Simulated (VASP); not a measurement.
# Mg (Fmmm) in VASP: a series of runs

Runs on Mg. Level: LDA. Tasks: single point.

Everything below comes from runs of VASP 6.6.1. Logs are shortened: lines on timing, memory, paths and dates and some standing lists are left out, and cuts for length are marked.

**1. The cell of the first run**

It takes space group Fmmm (No. 69, orthorhombic). Conventional cell: a = 3.546 Å, b = 4.826 Å, c = 5.202 Å, α = 90.00°, β = 90.00°, γ = 90.00°. Mg (site symmetry mmm) has 14 Mg at 2.99 to 3.55 Å within 3.9 Å.

**2. Single point, LDA (strain -0.0750 x Voigt [0, 0, 0, 1, 0, 0])**

File INCAR:

```
PREC     = Accurate       # precision mode
ENCUT    = 520            # plane-wave cutoff, eV
EDIFF    = 1E-7           # SCF threshold, eV
ISMEAR   = 0              # smearing method
SIGMA    = 0.15           # smearing width, eV
LREAL    = F              # projectors in reciprocal space
LASPH    = T              # aspherical terms in the spheres
NELM     = 80             # most SCF steps
ALGO     = Normal         # electronic algorithm
ISIF     = 2              # what is computed and relaxed
LWAVE    = F              # write WAVECAR
LCHARG   = T              # write CHGCAR
LELF     = T              # ELF
LVHAR    = T            
NBANDS   = 7              # bands
```

File KPOINTS:

```
Automatic mesh
0
Gamma
  18 18 18
```

File POSCAR:

```
Mg
1.0
   -1.7727644967      1.7062858281      1.7062858281
    1.7727644967     -1.8392431653      1.8392431653
    1.7727644967      1.8392431653     -1.8392431653
Mg
1
Direct
    0.0000000000      0.0000000000      0.0000000000
```

Potentials or basis: VASP PAW LDA potentials, release 64 (Mg).

On the command line:

```bash
> cat potpaw_LDA.64/Mg/POTCAR > POTCAR
> mpirun -np 1 vasp_std > vasp.out
```

OUTCAR:

```text
PREC = Accurate
   ENCUT = 520
   EDIFF = 1E-7
   ISMEAR = 0
   LREAL = F
   LASPH = T
   NELM = 80
   ISIF = 2

 ion  position               nearest neighbor table
   1  0.000  0.000  0.000-

  LATTYP: Found a face centered orthorhombic cell.
 ALAT       =     3.5455289934
 B/A-ratio  =     1.3611805538
 C/A-ratio  =     1.4672465709

  Lattice vectors:

 A1 = (   0.0000000000,  -0.1329573372,   3.5455289934)
 A2 = (   1.7727644967,  -1.8392431653,   1.8392431653)
 A3 = (   1.7727644967,   1.7062858281,   1.7062858281)

Analysis of symmetry for initial positions (statically):
=====================================================================
 Subroutine PRICEL returns:
 Original cell was already a primitive cell.

 Routine SETGRP: Setting up the symmetry group for a
 face centered orthorhombic supercell.

 Subroutine GETGRP returns: Found  8 space group operations
 (whereof  8 operations were pure point group operations)
 out of a pool of  8 trial point group operations.

The static configuration has the point symmetry D_2h.

Analysis of symmetry for dynamics (positions and initial velocities):
=====================================================================
 Subroutine PRICEL returns:
 Original cell was already a primitive cell.

 Routine SETGRP: Setting up the symmetry group for a
 face centered orthorhombic supercell.

 Subroutine GETGRP returns: Found  8 space group operations
 (whereof  8 operations were pure point group operations)
 out of a pool of  8 trial point group operations.

The dynamic configuration has the point symmetry D_2h.

 Subroutine INISYM returns: Found  8 space group operations
 (whereof  8 operations are pure point group operations),
 and found     1 'primitive' translations

----------------------------------------------------------------------------------------

                                     Primitive cell

  volume of cell :      22.2537

  direct lattice vectors                    reciprocal lattice vectors
    -1.772764497  1.706285828  1.706285828     0.000000000  0.293034140  0.293034140
     1.772764497 -1.839243165  1.839243165     0.282045360  0.010591595  0.282442544
     1.772764497  1.839243165 -1.839243165     0.282045360  0.282442544  0.010591595

  length of vectors
     2.994247254  3.147749165  3.147749165     0.414412855  0.399293824  0.399293824

  position of ions in fractional coordinates (direct lattice)
     0.000000000  0.000000000  0.000000000

  ion indices of the primitive-cell ions
   primitive index   ion index
                 1           1

----------------------------------------------------------------------------------------

 KPOINTS: Automatic mesh

Automatic generation of k-mesh.
 Grid dimensions read from file:
 generate k-points for:   18   18   18

 Generating k-lattice:

  Cartesian coordinates                     Fractional coordinates (reciprocal lattice)
     0.000000000  0.016279674  0.016279674     0.055555556  0.000000000  0.000000000
     0.015669187  0.000588422  0.015691252     0.000000000  0.055555556  0.000000000
     0.015669187  0.015691252  0.000588422     0.000000000  0.000000000  0.055555556

  Length of vectors
     0.023022936  0.022182990  0.022182990

  Shift w.r.t. Gamma in fractional coordinates (k-lattice)
     0.000000000  0.000000000  0.000000000

 Subroutine IBZKPT returns following result:
 ===========================================

 Found    865 irreducible k-points:

 Following reciprocal coordinates:
            Coordinates               Weight
  0.000000  0.000000  0.000000      1.000000
  0.055556  0.000000  0.000000      2.000000
  0.111111  0.000000  0.000000      2.000000
  0.166667  0.000000  0.000000      2.000000
  0.222222  0.000000  0.000000      2.000000
  0.277778  0.000000  0.000000      2.000000
[... 16 lines left out ...]
  0.166667  0.111111  0.000000      8.000000
  0.222222  0.111111 -0.000000      8.000000
 [... further k-points ...]
   k-points           NKPTS =    865   k-points in BZ     NKDIM =    865   number of bands    NBANDS=      7
   number of dos      NEDOS =    301   number of ions     NIONS =      1
   total plane-waves  NPLWV =  13824
   dimension x,y,z NGX =    24 NGY =   24 NGZ =   24
   dimension x,y,z NGXF=    48 NGYF=   48 NGZF=   48
   ions per type =               1
   NGX,Y,Z   is equivalent  to a cutoff of  13.33, 12.68, 12.68 a.u.
   NGXF,Y,Z  is equivalent  to a cutoff of  26.65, 25.35, 25.35 a.u.
 SYSTEM =  unknown system
   PREC   = accura    normal or accurate (medium, high low for compatibility)
   ISTART =      0    job   : 0-new  1-cont  2-samecut
   ICHARG =      2    charge: 1-file 2-atom 10-const
   ISPIN  =      1    spin polarized calculation?
   LNONCOLLINEAR =      F non collinear calculations
   LSORBIT =      F    spin-orbit coupling
   LASPH  =      T    aspherical Exc in radial PAW
   ENCUT  =  520.0 eV  38.22 Ry    6.18 a.u.   5.57  5.85  5.85*2*pi/ulx,y,z
   NELM   =     80;   NELMIN=  2; NELMDL= -5     # of ELM steps
   EDIFF  = 0.1E-06   stopping-criterion for ELM
   LREAL  =      F    real-space projection
   EDIFFG = 0.1E-05   stopping-criterion for IOM
   NSW    =      0    number of steps for IOM
   IBRION =     -1    ionic relax: 0-MD 1-quasi-New 2-CG
   NFREE  =      0    steps in history (QN), initial steepest desc. (CG)
   ISIF   =      2    stress and relaxation
   ISYM   =      2    0-nonsym 1-usesym 2-fastsym
   POTIM  = 0.5000    time-step for ionic-motion
   TEBEG  =    0.0;   TEEND  =   0.0 temperature during run
   PSTRESS=    0.0 pullay stress
   NELECT =       2.0000    total number of electrons
   NUPDOWN=      -1.0000    fix difference up-down
   EMIN   =  10.00;   EMAX   =-10.00  energy-range for DOS
   EFERMI =   0.00;   METHOD = LEGACY
   ISMEAR =     0;   SIGMA  =   0.15  broadening in eV -4-tet -1-fermi 0-gaus
   EFERMI_NEDOS =   21; number of points for ismear=-14 and -15
   IALGO  =     38    algorithm
   IMIX   =      4    mixing-type and parameters
     AMIX     =   0.40;   BMIX     =  1.00
     AMIX_MAG =   1.60;   BMIX_MAG =  1.00
  volume/ion in A,a.u.               =      22.25       150.18
  Fermi-wavevector in a.u.,A,eV,Ry     =   0.733304  1.385744  7.316330  0.537735
  Thomas-Fermi vector in A             =   1.825980
   LORBIT       =      0    0 simple, 1 ext, 2 COOP (PROOUT), +10 PAW based schemes
   GGA     = CA    functional components
   LHFCALC =     F    Hartree Fock is set to
   AEXX    =    0.0000 exact exchange contribution
   IVDW    =     0    specifies the selected vdW correction
   LEPSILON=     F    determine dielectric tensor
   LRPA    =     F    only Hartree local field effects (RPA)
 non-spin polarized calculation
 Gauss-broadening in eV      SIGMA  =   0.15
  energy-cutoff  :      520.00
  volume of cell :       22.25
 maximum number of plane-waves:       620
   NGX = 11   NGY = 11   NGZ = 11

 number of electron       2.0000000 magnetization

 Free energy of the ion-electron system (eV)
  ---------------------------------------------------
  ext. energy  EPLUGINS =         0.00000000
  ---------------------------------------------------
  free energy    TOTEN  =        -1.76765232 eV

  energy without entropy =       -1.76270304  energy(sigma->0) =       -1.76517768

 E-fermi :   2.6753     XC(G=0):  -8.7827

 val. band max:        2.6645308510   @ k =  -0.4444  -0.1667   0.0556
 cond. band min:       2.6763250933   @ k =   0.2778   0.5000   0.5000
 fundamental gap:      0.0117942423
 Fermi energy:         2.6753232033

 k-point     1 :       0.0000    0.0000    0.0000
  band No.  band energies     occupation
      1      -4.4185      2.00000
      2      15.1814      0.00000
      3      15.4248      0.00000
      4      16.1856      0.00000
      5      16.6130      0.00000
      6      17.9096      0.00000
      7      17.9433      0.00000

 k-point     2 :       0.0556    0.0000    0.0000
  band No.  band energies     occupation
      1      -4.3386      2.00000
      2      15.0350      0.00000
      3      15.0418      0.00000
      4      15.7129      0.00000
      5      16.5790      0.00000
      6      17.1643      0.00000
      7      17.3082      0.00000

 k-point     3 :       0.1111    0.0000    0.0000
  band No.  band energies     occupation
      1      -4.0993      2.00000
      2      14.0780      0.00000
      3      14.3226      0.00000
      4      14.8122      0.00000
      5      15.9189      0.00000
      6      16.0139      0.00000
      7      17.0633      0.00000

 k-point     4 :       0.1667    0.0000    0.0000
  band No.  band energies     occupation
      1      -3.7020      2.00000
      2      12.2182      0.00000
      3      13.6043      0.00000
      4      13.9016      0.00000
      5      15.1745      0.00000
      6      15.4786      0.00000
      7      17.3127      0.00000

 k-point     5 :       0.2222    0.0000    0.0000
  band No.  band energies     occupation
      1      -3.1487      2.00000
      2      10.2476      0.00000
      3      12.9709      0.00000
      4      13.0909      0.00000
      5      14.4260      0.00000
      6      15.0980      0.00000
      7      17.7220      0.00000
[... 161 lines left out ...]
 k-point    22 :       0.1111    0.1111   -0.0000
  band No.  band energies     occupation
      1      -3.4870      2.00000
      2      11.1774      0.00000
      3      12.3766      0.00000
      4      13.3843      0.00000
      5      15.1297      0.00000
      6      16.4786      0.00000
      7      18.5089      0.00000

 k-point    23 :       0.1667    0.1111    0.0000
  band No.  band energies     occupation
      1      -2.9350      2.00000
      2      10.1399      0.00000
      3      10.7666      0.00000
      4      12.7055      0.00000
      5      15.1443      0.00000
      6      16.0564      0.00000
      7      18.1583      0.00000

 k-point    24 :       0.2222    0.1111   -0.0000
  band No.  band energies     occupation
      1      -2.2304      2.00000
      2       8.4679      0.00000
      3       9.9321      0.00000
      4      12.1210      0.00000
      5      14.8716      0.00000
      6      16.1019      0.00000
      7      17.8412      0.00000

 [... further k-points ...]
[... 5 lines left out ...]
  --------------------------------------------------------------------------------------
  -------------------------------------------------------------------------------------
  Total       -0.1711429     -0.1658847     -0.1658847      0.0000000      0.2927082      0.0000000
  in kB      -12.3216087    -11.9430408    -11.9430408      0.0000000     21.0738307      0.0000000
  external PRESSURE =     -12.0692301 kB  Pullay stress =       0.0000000 kB

 VOLUME and BASIS-vectors are now :
 -----------------------------------------------------------------------------
  energy-cutoff  :      520.00
  volume of cell :       22.25
      direct lattice vectors                 reciprocal lattice vectors
    -1.772764497  1.706285828  1.706285828     0.000000000  0.293034140  0.293034140
     1.772764497 -1.839243165  1.839243165     0.282045360  0.010591595  0.282442544
     1.772764497  1.839243165 -1.839243165     0.282045360  0.282442544  0.010591595

 POSITION                                       TOTAL-FORCE (eV/Angst)
 -----------------------------------------------------------------------------------
      0.00000      0.00000      0.00000         0.000000     -0.000000      0.000000
 -----------------------------------------------------------------------------------
    total drift:                                0.000000      0.000000      0.000000

  FREE ENERGIE OF THE ION-ELECTRON SYSTEM (eV)
  ---------------------------------------------------
  free  energy   TOTEN  =        -1.7676523183 eV

  energy  without entropy=       -1.7627030385  energy(sigma->0) =       -1.76517768
```

Run time: 24 s. Hardware: 1 thread of Intel Xeon 6975P-C (Granite Rapids), shared host; peak memory 0.24 GiB.

Results:

```
Free energy            : -1.7677 eV
Pressure               : -1.2 GPa
Band gap on the k mesh : zero (band 1 reaches 6.36 eV, above the bottom of band 2 at 1.18 eV)
```

Stress tensor (GPa, compression positive):
```
-1.23  0.00  0.00
 0.00 -1.19  2.11
 0.00  2.11 -1.19
```

Caveat: the cell differs from its parent crystal (strain -0.0750 x Voigt [0, 0, 0, 1, 0, 0]).

**3. Single point, LDA (strain +0.0375 x Voigt [0, 0, 0, 1, 0, 0])**

File INCAR:

```
SYSTEM = Mg
ALGO = Fast
EDIFF = 1E-6
ENCUT = 520
ISIF = 2
ISMEAR = 0
LASPH = .TRUE.
LCHARG = .FALSE.
LREAL = .FALSE.
LWAVE = .FALSE.
NBANDS = 7
NELM = 60
PREC = Accurate
SIGMA = 0.15
```

File KPOINTS:

```
k-points
0
G
  18 18 18
  0 0 0
```

File POSCAR:

```
Mg
1.0
   -1.7727644967      1.8060038310      1.8060038310
    1.7727644967     -1.7395251624      1.7395251624
    1.7727644967      1.7395251624     -1.7395251624
Mg
1
Direct
    0.0000000000      0.0000000000      0.0000000000
```

Potentials or basis: VASP PAW LDA potentials, release 64 (Mg).

On the command line:

```bash
> cat potpaw_LDA.64/Mg/POTCAR > POTCAR
> mpirun -np 1 vasp_std > vasp.out
```

It took 22 s on 1 thread of Intel Xeon 6975P-C (Granite Rapids), shared host; peak memory 0.24 GiB.

Results (log left out):

```yaml
Free_energy: -1.7760 eV
Pressure: -1.4 GPa
Band_gap_on_the_k_mesh: zero (band 1 reaches 6.44 eV, above the bottom of band 2 at 1.44 eV)
```

Stress tensor (GPa, compression positive):
```
-1.39  0.00  0.00
 0.00 -1.43 -1.20
 0.00 -1.20 -1.43
```

Levels at points of the mesh, in eV from the Fermi level:
| k point | band 1 | band 2 | band 3 | band 4 | band 5 | band 6 |
| --- | --- | --- | --- | --- | --- | --- |
| (0.00, 0.00, 0.00) | -7.08 | 12.92 | 12.93 | 13.30 | 14.64 | 15.21 |
| (0.50, 0.00, 0.00) | -1.67 | -1.23 | 8.81 | 9.68 | 10.52 | 11.92 |
| (0.00, 0.50, 0.00) | -1.52 | -0.96 | 8.67 | 9.23 | 10.54 | 11.69 |
| (0.00, 0.50, 0.50) | -1.35 | -0.69 | 8.61 | 9.11 | 10.19 | 11.34 |
| (0.50, 0.50, 0.50) | 3.77 | 3.88 | 4.00 | 4.06 | 4.07 | 7.57 |

Caveat: the cell differs from its parent crystal (strain +0.0375 x Voigt [0, 0, 0, 1, 0, 0]).
